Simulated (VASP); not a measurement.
# ZnSe (F-43m) in VASP: a series of runs, part 2 of 2

VASP 6.6.1. Earlier steps stand in the parts before.

**4. Relaxation of cell and atoms, r2SCAN, target pressure 7 GPa, at which the enthalpy is minimised**

File POSCAR:

```
ZnSe
1.0
    2.8329297571      2.8329297571      0.0000000000
   -2.8329297571      2.8329297571      0.0000000000
    0.0000000000      2.8329297571      2.8329297571
Zn Se
1 1
Direct
    0.0000000000      0.0000000000      0.0000000000
    0.7500000000      0.2500000000      0.5000000000
```

File INCAR.step1:

```
ALGO = Normal ; EDIFF = 1E-4
ENCUT = 600 ; GGA = PE
ISMEAR = 0 ; LASPH = T
LCHARG = F ; LREAL = F
LWAVE = T ; NELM = 60
PREC = Accurate ; SIGMA = 0.01
```

File INCAR.step2:

```
ALGO = Normal ; EDIFF = 1E-7
EDIFFG = -0.002 ; ENCUT = 600
IBRION = 2 ; ISIF = 3
ISMEAR = 0 ; ISTART = 1
LASPH = T ; LCHARG = F
LMIXTAU = T ; LREAL = F
LWAVE = F ; METAGGA = R2SCAN
NELM = 60 ; NSW = 100
PREC = Accurate ; PSTRESS = 70.0
SIGMA = 0.01
```

File KPOINTS:

```
k-points
0
Gamma
  8 8 8
```

Potentials or basis: VASP PAW PBE potentials, release 64 (Zn, Se).

Launch:

```bash
> cat potpaw_PBE.64/Zn/POTCAR potpaw_PBE.64/Se/POTCAR > POTCAR
> cp INCAR.step1 INCAR
> mpirun -np 1 vasp_std > vasp.out
> cp INCAR.step2 INCAR
> mpirun -np 1 vasp_std > vasp.out
```

OUTCAR:

```text
EDIFF = 1E-7
   EDIFFG = -0.002
   ENCUT = 600
   IBRION = 2
   ISIF = 3
   ISMEAR = 0
   ISTART = 1
   LASPH = T
   LREAL = F
   METAGGA = R2SCAN
   NELM = 60
   NSW = 100
   PREC = Accurate
   PSTRESS = 70.0

 ion  position               nearest neighbor table
   1  0.000  0.000  0.000-   2 2.45   2 2.45   2 2.45   2 2.45
   2  0.750  0.250  0.500-   1 2.45   1 2.45   1 2.45   1 2.45

  LATTYP: Found a face centered cubic cell.
 ALAT       =     5.6658595142

  Lattice vectors:

 A1 = (   0.0000000000,   2.8329297571,   2.8329297571)
 A2 = (   2.8329297571,   0.0000000000,   2.8329297571)
 A3 = (   2.8329297571,   2.8329297571,   0.0000000000)

Analysis of symmetry for initial positions (statically):
=====================================================================
[... 677 lines left out ...]

[... ionic steps 4 to 12 ...]

--------------------------------------- Ionic step       13  -------------------------------------------

 number of electron      18.0000013 magnetization

------------------------ aborting loop because EDIFF is reached ----------------------------------------
[... 71 lines left out ...]
--------------------------------------- Ionic step       15  -------------------------------------------

 number of electron      18.0000013 magnetization

 Free energy of the ion-electron system (eV)
  ---------------------------------------------------
  ext. energy  EPLUGINS =         0.00000000
  ---------------------------------------------------
  free energy    TOTEN  =       -24.83556742 eV

  energy without entropy =      -24.83556742  energy(sigma->0) =      -24.83556742

 E-fermi :   2.2012     XC(G=0): -10.3577

 val. band max:        2.1005399181   @ k =   0.0000   0.0000   0.0000
 cond. band min:       4.3639939400   @ k =   0.0000   0.0000   0.0000
 fundamental gap:      2.2634540218
 Fermi energy:         2.2012041391

 k-point     1 :       0.0000    0.0000    0.0000
  band No.  band energies     occupation
      1     -12.2433      2.00000
      2      -4.9555      2.00000
      3      -4.9554      2.00000
      4      -4.9553      2.00000
      5      -4.4561      2.00000
      6      -4.4560      2.00000
      7       2.1005      2.00000
      8       2.1005      2.00000
      9       2.1005      2.00000
     10       4.3640      0.00000
     11       8.3674      0.00000
     12       8.3675      0.00000
     13       8.3676      0.00000
[... 401 lines left out ...]
  energy  without entropy=      -24.8355674191  energy(sigma->0) =      -24.83556742

  enthalpy is  TOTEN    =       -23.0146216341 eV   P V=        1.8209457851

 reached required accuracy - stopping structural energy minimisation
```

OSZICAR.step1:

```text
N       E                     dE             d eps       ncg     rms          rms(c)
DAV:   1     0.912457587492E+02    0.91246E+02   -0.97624E+03   754   0.174E+03
DAV:   2    -0.219774011872E+00   -0.91466E+02   -0.87205E+02   794   0.291E+02
DAV:   3    -0.624208353710E+01   -0.60223E+01   -0.59777E+01   954   0.721E+01
DAV:   4    -0.630728793729E+01   -0.65204E-01   -0.65185E-01   804   0.802E+00
DAV:   5    -0.630763375680E+01   -0.34582E-03   -0.34582E-03   904   0.561E-01    0.476E+00
DAV:   6    -0.603648047784E+01    0.27115E+00   -0.69552E-01  1079   0.295E+01    0.364E+00
DAV:   7    -0.601890935181E+01    0.17571E-01   -0.19380E-01   809   0.446E+00    0.153E+00
DAV:   8    -0.601891717586E+01   -0.78241E-05   -0.43514E-03   953   0.680E-01    0.469E-01
DAV:   9    -0.601916441954E+01   -0.24724E-03   -0.11142E-03   824   0.304E-01    0.687E-02
DAV:  10    -0.601925113684E+01   -0.86717E-04   -0.14249E-04   790   0.123E-01
   1 F= -.60192511E+01 E0= -.60192511E+01  d E =-.288940E-44
```

Wall time 7.1 min (1 thread of Intel Xeon Platinum 8375C at 2.90GHz (Ice Lake), shared host); peak memory 0.21 GiB.

Results:

```yaml
Free_energy: -24.8356 eV
Relaxed_volume: 20.84 Å³/atom
Relaxed_cell: a = 3.892 Å, b = 3.892 Å, c = 3.892 Å, α = 60.00°, β = 60.00°, γ = 90.00°
Space_group_after_relaxing_to_0.1_Å: F-43m (No. 216)
Energy_change_on_relaxing_the_run_minimises_the_enthalpy: +37.6 meV/atom
Ionic_steps: 15
Pressure_after_relaxing: 7.0 GPa
Band_gap_on_the_k_mesh: 2.26 eV
```

The path:
```tsv
step	energy change (eV)	largest force (eV/Å)	pressure (GPa)	volume (Å³)
1	0.0000	0.0000	0.04	45.47
2	0.2242	0.0000	13.38	39.28
3	0.0766	0.0000	7.05	41.64
4	0.0734	0.0000	6.88	41.72
5	0.0735	0.0000	6.89	41.72
6	0.0737	0.0000	6.90	41.71
7	0.0737	0.0000	6.89	41.71
8	0.0737	0.0000	6.89	41.71
9	0.0737	0.0000	6.89	41.71
10	0.0737	0.0000	6.89	41.71
11	0.0737	0.0000	6.90	41.71
12	0.0738	0.0000	6.91	41.71
13	0.0740	0.0000	6.92	41.70
14	0.0744	0.0000	6.93	41.70
15	0.0751	0.0000	6.99	41.68
```

Final structure:
```yaml
crystal:
  lattice:
    - [2.75186, 2.75186, 0.00000]
    - [-2.75186, 2.75186, 0.00000]
    - [0.00000, 2.75186, 2.75186]
  atoms:
    - { symbol: Zn, position: [0.00000, 0.00000, 0.00000] }
    - { symbol: Se, position: [0.75000, 0.25000, 0.50000] }
```

Levels at points of the mesh, in eV from the valence-band top:
| k point | band 7 | band 8 | band 9 | band 10 | band 11 | band 12 |
| --- | --- | --- | --- | --- | --- | --- |
| (0.00, 0.00, 0.00) | 0.00 | 0.00 | 0.00 | 2.26 | 6.27 | 6.27 |
| (0.50, 0.00, 0.00) | -5.92 | -1.02 | -1.02 | 3.22 | 6.83 | 6.83 |
| (0.50, 0.50, 0.00) | -5.20 | -2.58 | -2.58 | 3.13 | 3.84 | 12.25 |

Caveat: the cell is relaxed towards a set pressure, so the run minimises the enthalpy, not the energy; the PAW data sets were made with another functional, which shifts forces and pressure a little.

**5. Relaxation of cell and atoms, r2SCAN, target pressure 10 GPa, at which the enthalpy is minimised**

POSCAR is that of step 4.

File INCAR.step1:

```
PREC     = Accurate       # precision mode
ENCUT    = 600            # plane-wave cutoff, eV
ISMEAR   = 0              # smearing method
SIGMA    = 0.01           # smearing width, eV
LREAL    = F              # projectors in reciprocal space
LASPH    = T              # aspherical terms in the spheres
NELM     = 60             # most SCF steps
GGA      = PE             # functional
ALGO     = Normal         # electronic algorithm
EDIFF    = 1E-4           # SCF threshold, eV
LWAVE    = T              # write WAVECAR
LCHARG   = F              # write CHGCAR
```

File INCAR.step2:

```
PREC     = Accurate       # precision mode
ENCUT    = 600            # plane-wave cutoff, eV
EDIFF    = 1E-6           # SCF threshold, eV
ISMEAR   = 0              # smearing method
SIGMA    = 0.01           # smearing width, eV
LREAL    = F              # projectors in reciprocal space
LASPH    = T              # aspherical terms in the spheres
NELM     = 60             # most SCF steps
ALGO     = Normal         # electronic algorithm
ISIF     = 3              # what is computed and relaxed
LWAVE    = F              # write WAVECAR
LCHARG   = F              # write CHGCAR
METAGGA  = R2SCAN         # meta-GGA
LMIXTAU  = T            
IBRION   = 2              # ionic algorithm
NSW      = 100            # ionic steps
EDIFFG   = -0.002         # ionic threshold
PSTRESS  = 100.0        
ISTART   = 1
```

File KPOINTS:

```
Automatic mesh
0
Gamma
  8 8 8
```

Launch:

```bash
> cat potpaw_PBE.64/Zn/POTCAR potpaw_PBE.64/Se/POTCAR > POTCAR
> cp INCAR.step1 INCAR
> mpirun -np 1 vasp_std > vasp.out
> cp INCAR.step2 INCAR
> mpirun -np 1 vasp_std > vasp.out
```

It took 5.2 min on 1 thread of Intel Xeon Platinum 8375C at 2.90GHz (Ice Lake), shared host; peak memory 0.21 GiB.

It converged, with:

```
Free energy                                                : -24.7716 eV
Relaxed volume                                             : 20.23 Å³/atom
Relaxed cell                                               : a = 3.853 Å, b = 3.853 Å, c = 3.853 Å, α = 60.00°, β = 60.00°, γ = 90.00°
Space group after relaxing (to 0.1 Å)                      : F-43m (No. 216)
Energy change on relaxing (the run minimises the enthalpy) : +69.6 meV/atom
Ionic steps                                                : 7
Pressure after relaxing                                    : 10.0 GPa
Band gap on the k mesh                                     : 2.40 eV
```

Step by step:
```csv
step,energy change (eV),largest force (eV/Å),pressure (GPa),volume (Å³)
1,0.0000,0.0000,0.04,45.47
2,0.4969,0.0000,22.33,36.79
3,0.1375,0.0000,9.98,40.48
4,0.1435,0.0000,10.20,40.38
5,0.1353,0.0000,9.81,40.52
6,0.1410,0.0000,10.09,40.43
7,0.1391,0.0000,10.01,40.45
```

Final structure:
```
Zn Se
1.0
     2.72466    2.72466    0.00000
    -2.72466    2.72466    0.00000
     0.00000    2.72466    2.72466
Zn Se
1 1
Direct
  0.00000 0.00000 0.00000
  0.75000 0.25000 0.50000
```

Levels at points of the mesh, in eV from the valence-band top:
| k point | band 6 | band 7 | band 8 | band 9 | band 10 | band 11 | band 12 | band 13 |
| --- | --- | --- | --- | --- | --- | --- | --- | --- |
| (0.00, 0.00, 0.00) | -6.67 | 0.00 | 0.00 | 0.00 | 2.40 | 6.24 | 6.24 | 6.24 |
| (0.50, 0.00, 0.00) | -6.47 | -6.15 | -1.08 | -1.08 | 3.27 | 6.81 | 6.81 | 9.36 |
| (0.50, 0.50, 0.00) | -6.44 | -5.34 | -2.70 | -2.70 | 3.05 | 3.82 | 12.52 | 12.93 |

Caveat: the cell is relaxed towards a set pressure, so the run minimises the enthalpy, not the energy; the PAW data sets were made with another functional, which shifts forces and pressure a little.

**6. Relaxation of cell and atoms, r2SCAN, target pressure 15 GPa, at which the enthalpy is minimised**

POSCAR is that of step 5.

File INCAR.step1:

```
SYSTEM = ZnSe
  PREC = Accurate
  ENCUT = 600
  ISMEAR = 0
  SIGMA = 0.01
  LREAL = .FALSE.
  LASPH = .TRUE.
  NELM = 60
  GGA = PE
  ALGO = Normal
  EDIFF = 1E-4
  LWAVE = .TRUE.
  LCHARG = .FALSE.
```

File INCAR.step2:

```
SYSTEM = ZnSe
  PREC = Accurate
  ENCUT = 600
  EDIFF = 1E-6
  ISMEAR = 0
  SIGMA = 0.01
  LREAL = .FALSE.
  LASPH = .TRUE.
  NELM = 60
  ALGO = Normal
  ISIF = 3
  LWAVE = .FALSE.
  LCHARG = .FALSE.
  METAGGA = R2SCAN
  LMIXTAU = .TRUE.
  IBRION = 2
  NSW = 100
  EDIFFG = -0.002
  PSTRESS = 150.0
  ISTART = 1
```

File KPOINTS:

```
Automatic mesh
0
G
  8 8 8
  0 0 0
```

Potentials or basis: VASP PAW PBE potentials, release 64 (Zn, Se).

Launch:

```bash
> cat potpaw_PBE.64/Zn/POTCAR potpaw_PBE.64/Se/POTCAR > POTCAR
> cp INCAR.step1 INCAR
> mpirun -np 1 vasp_std > vasp.out
> cp INCAR.step2 INCAR
> mpirun -np 1 vasp_std > vasp.out
```

Wall time 7.4 min (1 thread of Intel Xeon Platinum 8375C at 2.90GHz (Ice Lake), shared host); peak memory 0.21 GiB.

It converged, with:

| Item | Value |
| --- | --- |
| Free energy | -24.6411 eV |
| Relaxed volume | 19.38 Å³/atom |
| Relaxed cell | a = 3.799 Å, b = 3.799 Å, c = 3.799 Å, α = 60.00°, β = 60.00°, γ = 90.00° |
| Space group after relaxing (to 0.1 Å) | F-43m (No. 216) |
| Energy change on relaxing (the run minimises the enthalpy) | +134.8 meV/atom |
| Ionic steps | 10 |
| Pressure after relaxing | 15.0 GPa |
| Band gap on the k mesh | 2.61 eV |

The path:
| step | energy change (eV) | largest force (eV/Å) | pressure (GPa) | volume (Å³) |
| --- | --- | --- | --- | --- |
| 1 | 0.0000 | 0.0000 | 0.04 | 45.47 |
| 2 | 1.2832 | 0.0000 | 44.08 | 32.88 |
| 3 | 0.2536 | 0.0000 | 14.50 | 38.94 |
| 4 | 0.2653 | 0.0000 | 14.87 | 38.81 |
| 5 | 0.2771 | 0.0000 | 15.29 | 38.68 |
| 6 | 0.2608 | 0.0000 | 14.68 | 38.86 |
| 7 | 0.2715 | 0.0000 | 15.09 | 38.74 |
| 8 | 0.2692 | 0.0000 | 14.96 | 38.77 |
| 9 | 0.2699 | 0.0000 | 15.02 | 38.76 |
| 10 | 0.2696 | 0.0000 | 15.01 | 38.76 |

Final structure:
```
Zn Se
1.0
     2.68613    2.68613    0.00000
    -2.68613    2.68613    0.00000
     0.00000    2.68613    2.68613
Zn Se
1 1
Direct
  0.00000 0.00000 0.00000
  0.75000 0.25000 0.50000
```

Levels at points of the mesh, in eV from the valence-band top:
```csv
k point,band 5,band 6,band 7,band 8,band 9,band 10,band 11,band 12,band 13
"(0.00, 0.00, 0.00)",-6.84,-6.84,0.00,0.00,0.00,2.61,6.20,6.20,6.20
"(0.50, 0.00, 0.00)",-6.82,-6.64,-6.47,-1.15,-1.15,3.34,6.77,6.77,9.44
"(0.50, 0.50, 0.00)",-6.77,-6.60,-5.55,-2.90,-2.90,2.93,3.77,12.92,13.25
```

Caveat: the cell is relaxed towards a set pressure, so the run minimises the enthalpy, not the energy; the PAW data sets were made with another functional, which shifts forces and pressure a little.

**7. Overview**

| cell | gap on the mesh (eV) | pressure (GPa) |
| --- | --- | --- |
| relaxed to 2 GPa | 1.99 | 2.0 |
| relaxed to 4 GPa | 2.11 | 4.0 |
| relaxed to 7 GPa | 2.26 | 7.0 |
| relaxed to 10 GPa | 2.40 | 10.0 |
| relaxed to 15 GPa | 2.61 | 15.0 |

Alike in all rows: task relaxation of cell and atoms; level r2SCAN; potentials or basis VASP PAW PBE potentials, release 64 (Zn, Se); no spin polarisation; k mesh 8 × 8 × 8; cutoff (eV) 600; smearing gaussian 0.01 eV.

Caveats: the cell is relaxed towards a set pressure, so the run minimises the enthalpy, not the energy; the PAW data sets were made with another functional, which shifts forces and pressure a little.

Total energies depend on the potentials used, so only differences within one code and one set of settings carry meaning.
